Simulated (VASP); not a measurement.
# CoPtO2 (R-3m) in VASP: relaxation of shape and atoms at fixed volume with PBE

Aim: the relaxation of shape and atoms at fixed volume of CoPtO2 with PBE.

Program: VASP 6.6.1. These are calculated values, not measurements. Logs are shortened: lines on timing, memory, paths and dates and some standing lists are left out, and cuts for length are marked.

**1. The cell of the first run**

The structure is trigonal, space group R-3m (No. 166). The conventional cell has a = 2.883 Å, b = 2.883 Å, c = 18.060 Å, α = 90.00°, β = 90.00°, γ = 120.00°. Within 2.6 Å of Co (site symmetry -3m) lie 6 O at 1.93 Å. Pt (site symmetry -3m) has 2 O at 2.03 Å within 2.7 Å. Within 2.6 Å of O (site symmetry 3m) lie 3 Co at 1.93 Å and 1 Pt at 2.03 Å and 3 O at 2.57 Å.

**2. Relaxation of shape and atoms at fixed volume, PBE (10.83 Å³/atom)**

Contents of INCAR:

```
PREC = Accurate
ENCUT = 600
EDIFF = 1E-6
ISMEAR = 0
SIGMA = 0.1
LREAL = False
LASPH = True
NELM = 60
ALGO = Fast
ISIF = 4
LWAVE = False
LCHARG = False
GGA = PE
IBRION = 2
NSW = 50
EDIFFG = -0.01
```

Contents of KPOINTS:

```
regular mesh
0
Gamma
  18 18 18
```

Contents of POSCAR:

```
CoPtO2
1.0
    1.4415285241      0.8322668814      6.0201091333
   -1.4415285241      0.8322668814      6.0201091333
    0.0000000000     -1.6645337629      6.0201091333
Co Pt O
1 1 2
Direct
    0.5000000000      0.5000000000      0.5000000000
    0.0000000000      0.0000000000      0.0000000000
    0.8876528271      0.8876528271      0.8876528271
    0.1123471729      0.1123471729      0.1123471729
```

Potentials or basis: VASP PAW PBE potentials, release 64 (Co, Pt, O).

On the command line:

```bash
> cat potpaw_PBE.64/Co/POTCAR potpaw_PBE.64/Pt/POTCAR potpaw_PBE.64/O/POTCAR > POTCAR
> mpirun -np 1 vasp_std > vasp.out
```

OUTCAR:

```text
PREC = Accurate
   ENCUT = 600
   EDIFF = 1E-6
   ISMEAR = 0
   LREAL = False
   LASPH = True
   NELM = 60
   ISIF = 4
   GGA = PE
   IBRION = 2
   NSW = 50
   EDIFFG = -0.01

 ion  position               nearest neighbor table
   1  0.500  0.500  0.500-   4 1.93   3 1.93   4 1.93   4 1.93   3 1.93   3 1.93
   2  0.000  0.000  0.000-   3 2.03   4 2.03
   3  0.888  0.888  0.888-   1 1.93   1 1.93   1 1.93   2 2.03
   4  0.112  0.112  0.112-   1 1.93   1 1.93   1 1.93   2 2.03

  LATTYP: Found a trigonal (rhomboedric) cell.
 ALAT       =     6.2459896433
 COS(alpha) =     0.8934695021

  Lattice vectors:

 A1 = (   1.4415285241,   0.8322668814,   6.0201091333)
 A2 = (  -1.4415285241,   0.8322668814,   6.0201091333)
 A3 = (   0.0000000000,  -1.6645337629,   6.0201091333)

Analysis of symmetry for initial positions (statically):
=====================================================================
 Subroutine PRICEL returns:
 Original cell was already a primitive cell.

 Routine SETGRP: Setting up the symmetry group for a
 trigonal (rhombohedral) supercell.

 Subroutine GETGRP returns: Found 12 space group operations
 (whereof 12 operations were pure point group operations)
 out of a pool of 12 trial point group operations.

The static configuration has the point symmetry D_3d.

Analysis of symmetry for dynamics (positions and initial velocities):
=====================================================================
 Subroutine PRICEL returns:
 Original cell was already a primitive cell.

 Routine SETGRP: Setting up the symmetry group for a
 trigonal (rhombohedral) supercell.

 Subroutine GETGRP returns: Found 12 space group operations
 (whereof 12 operations were pure point group operations)
 out of a pool of 12 trial point group operations.

The dynamic configuration has the point symmetry D_3d.

 Subroutine INISYM returns: Found 12 space group operations
 (whereof 12 operations are pure point group operations),
 and found     1 'primitive' translations

----------------------------------------------------------------------------------------

                                     Primitive cell

[... 93 lines left out ...]
   NELM   =     60;   NELMIN=  2; NELMDL= -5     # of ELM steps
   EDIFF  = 0.1E-05   stopping-criterion for ELM
   LREAL  =      F    real-space projection
   EDIFFG = -.1E-01   stopping-criterion for IOM
   NSW    =     50    number of steps for IOM
   IBRION =      2    ionic relax: 0-MD 1-quasi-New 2-CG
   NFREE  =      1    steps in history (QN), initial steepest desc. (CG)
   ISIF   =      4    stress and relaxation
   ISYM   =      2    0-nonsym 1-usesym 2-fastsym
   POTIM  = 0.5000    time-step for ionic-motion
   TEBEG  =    0.0;   TEEND  =   0.0 temperature during run
   PSTRESS=    0.0 pullay stress
   NELECT =      31.0000    total number of electrons
   NUPDOWN=      -1.0000    fix difference up-down
   EMIN   =  10.00;   EMAX   =-10.00  energy-range for DOS
   EFERMI =   0.00;   METHOD = LEGACY
   ISMEAR =     0;   SIGMA  =   0.10  broadening in eV -4-tet -1-fermi 0-gaus
   EFERMI_NEDOS =   21; number of points for ismear=-14 and -15
   IALGO  =     68    algorithm
   IMIX   =      4    mixing-type and parameters
     AMIX     =   0.40;   BMIX     =  1.00
     AMIX_MAG =   1.60;   BMIX_MAG =  1.00
  volume/ion in A,a.u.               =      10.83        73.11
  Fermi-wavevector in a.u.,A,eV,Ry     =   1.464137  2.766817 29.166751  2.143696
  Thomas-Fermi vector in A             =   2.580148
   LORBIT       =      0    0 simple, 1 ext, 2 COOP (PROOUT), +10 PAW based schemes
   GGA     = PE    functional components
   LHFCALC =     F    Hartree Fock is set to
   AEXX    =    0.0000 exact exchange contribution
   IVDW    =     0    specifies the selected vdW correction
   LEPSILON=     F    determine dielectric tensor
   LRPA    =     F    only Hartree local field effects (RPA)
 conjugate gradient relaxation of ions
 non-spin polarized calculation
 RMM-DIIS sequential band-by-band and
 Gauss-broadening in eV      SIGMA  =   0.10
  energy-cutoff  :      600.00
  volume of cell :       43.34
 maximum number of plane-waves:      1467
 NGX is ok and might be reduce to    50
   NGX = 25   NGY = 25   NGZ = 25

--------------------------------------- Ionic step        1  -------------------------------------------

 number of electron      31.0000004 magnetization

 Free energy of the ion-electron system (eV)
  ---------------------------------------------------
  ext. energy  EPLUGINS =         0.00000000
  ---------------------------------------------------
  free energy    TOTEN  =       -26.43521884 eV

  energy without entropy =      -26.43094708  energy(sigma->0) =      -26.43308296

------------------------ aborting loop because EDIFF is reached ----------------------------------------

  FORCE on cell =-STRESS in cart. coord.  units (eV):
  Direction    XX          YY          ZZ          XY          YZ          ZX
  --------------------------------------------------------------------------------------
  -------------------------------------------------------------------------------------
  Total       -1.6416601     -1.6416601     -2.1689099     -0.0000000      0.0000000      0.0000000
  in kB      -60.6949226    -60.6949226    -80.1882292     -0.0000000      0.0000000      0.0000000
  external PRESSURE =     -67.1926915 kB  Pullay stress =       0.0000000 kB
[... 101 lines left out ...]
--------------------------------------- Ionic step        4  -------------------------------------------

 number of electron      31.0000002 magnetization

 Free energy of the ion-electron system (eV)
  ---------------------------------------------------
  ext. energy  EPLUGINS =         0.00000000
  ---------------------------------------------------
  free energy    TOTEN  =       -26.43635990 eV

  energy without entropy =      -26.43231838  energy(sigma->0) =      -26.43433914

 E-fermi :   7.8108     XC(G=0): -12.3614

 val. band max:        7.7792156657   @ k =  -0.3333   0.5000   0.2778
 cond. band min:       7.8466486802   @ k =  -0.2778  -0.2778   0.2222
 fundamental gap:      0.0674330145
 Fermi energy:         7.8108337620

 k-point     1 :       0.0000    0.0000    0.0000
  band No.  band energies     occupation
      1     -13.2349      2.00000
      2     -11.4666      2.00000
      3      -1.2501      2.00000
      4       1.3523      2.00000
      5       1.6873      2.00000
      6       1.6873      2.00000
[... 505 lines left out ...]
      6       2.0881      2.00000
[... 11 lines left out ...]
     18       9.1887      0.00000
     19      11.0544      0.00000

 [... further k-points ...]
[... 5 lines left out ...]
  --------------------------------------------------------------------------------------
  -------------------------------------------------------------------------------------
  Total       -1.7225186     -1.7225186     -1.7292610      0.0000000      0.0000000      0.0000000
  in kB      -63.6843946    -63.6843946    -63.9336750      0.0000000      0.0000000      0.0000000
  external PRESSURE =     -63.7674881 kB  Pullay stress =       0.0000000 kB
[... 19 lines left out ...]
  FREE ENERGIE OF THE ION-ELECTRON SYSTEM (eV)
  ---------------------------------------------------
  free  energy   TOTEN  =       -26.4363598968 eV

  energy  without entropy=      -26.4323183789  energy(sigma->0) =      -26.43433914

 reached required accuracy - stopping structural energy minimisation
```

OSZICAR:

```text
N       E                     dE             d eps       ncg     rms          rms(c)
DAV:   1     0.282735559630E+03    0.28274E+03   -0.17097E+04 22104   0.199E+03
DAV:   2     0.160551902037E+00   -0.28258E+03   -0.26596E+03 23680   0.429E+02
DAV:   3    -0.305304906994E+02   -0.30691E+02   -0.29038E+02 26597   0.152E+02
DAV:   4    -0.314885276901E+02   -0.95804E+00   -0.95160E+00 24776   0.267E+01
[... 33 lines left out ...]
RMM:   2    -0.264363703575E+02   -0.14672E-03   -0.16287E-03 22045   0.436E-01    0.990E-02
RMM:   3    -0.264363724232E+02   -0.20657E-05   -0.35592E-04 22623   0.221E-01    0.576E-02
RMM:   4    -0.264363625132E+02    0.99100E-05   -0.64088E-05 23342   0.974E-02    0.332E-02
RMM:   5    -0.264363605413E+02    0.19718E-05   -0.21754E-05 22322   0.480E-02    0.960E-03
RMM:   6    -0.264363598968E+02    0.64459E-06   -0.49160E-06 16504   0.214E-02
   4 F= -.26436360E+02 E0= -.26434339E+02  d E =-.129012E-03
```

CONTCAR:

```text
CoPtO2
   1.00000000000000
     1.4444991866670622    0.8339819942342532    5.9953734688155702
    -1.4444991866670622    0.8339819942342532    5.9953734688155702
     0.0000000000000000   -1.6679639885641175    5.9953734688149334
  Co              Pt              O
     1     1     2
Direct
     0.5000000000000000    0.5000000000000000    0.5000000000000000
     1.0000000000000000    1.0000000000000000    1.0000000000000000
     0.8874467453975622    0.8874467453975622    0.8874467453975623
     0.1125532546024377    0.1125532546024377    0.1125532546024377

  0.00000000E+00  0.00000000E+00  0.00000000E+00
  0.00000000E+00  0.00000000E+00  0.00000000E+00
  0.00000000E+00  0.00000000E+00  0.00000000E+00
  0.00000000E+00  0.00000000E+00  0.00000000E+00
```

Run time: 2.4 h. Hardware: 1 thread of Oxide Virtual Turin-like, shared host; peak memory 0.89 GiB.

What came out:

```yaml
Free_energy: -26.4364 eV
Energy_gained_by_relaxing: 0.3 meV/atom
Ionic_steps: 4
Pressure_after_relaxing: -6.4 GPa
Largest_force_after_relaxing: 0.009 eV/Å
Band_gap_on_the_k_mesh: zero (an odd number of electrons rules out a gap without spin polarisation)
```

Forces on the atoms (eV/Å):
```
Co   0.000  0.000  0.000
Pt   0.000  0.000  0.000
O    0.000  0.000  0.009
O    0.000  0.000 -0.009
```

The path:
```csv
step,energy change (eV),largest force (eV/Å),pressure (GPa),volume (Å³)
1,0.0000,0.0203,-6.72,43.34
2,-0.0010,0.0607,-6.40,43.34
3,-0.0010,0.0577,-6.42,43.34
4,-0.0011,0.0094,-6.38,43.34
```

Final structure:
```xyz
4
Lattice="1.4445 0.8340 5.9954 -1.4445 0.8340 5.9954 0.0000 -1.6680 5.9954" Properties=species:S:1:pos:R:3 pbc="T T T"
Co    0.0000    0.0000    8.9931
Pt    0.0000    0.0000   17.9861
O     0.0000    0.0000   15.9617
O     0.0000    0.0000    2.0244
```

Levels at points of the mesh, in eV from the Fermi level:
| k point | band 14 | band 15 | band 16 | band 17 | band 18 | band 19 |
| --- | --- | --- | --- | --- | --- | --- |
| (0.00, 0.00, 0.00) | -1.47 | -1.47 | -1.33 | 1.80 | 1.80 | 2.64 |
| (0.50, 0.00, 0.00) | -0.94 | 0.04 | 0.93 | 1.26 | 1.28 | 2.64 |
| (0.50, 0.50, 0.00) | -0.98 | 0.04 | 0.12 | 1.68 | 2.07 | 2.65 |
| (0.50, 0.50, 0.50) | -0.77 | -0.65 | -0.65 | 1.40 | 1.40 | 3.91 |

Caveat: spin-orbit coupling is left out, which moves the levels of the heavy elements; an odd number of electrons without spin polarisation forces a metal; a magnetic or distorted state may lie lower; the run has no spin polarisation, though such a crystal can be magnetic; semilocal functionals often make such compounds metallic where correlation or magnetic order opens a gap, which also shifts bond lengths. With open d or f shells a metallic result of PBE can be an artefact of self-interaction; +U or a hybrid may open a gap.

The gap in the log of VASP goes by the Fermi energy; the results here count the filled bands.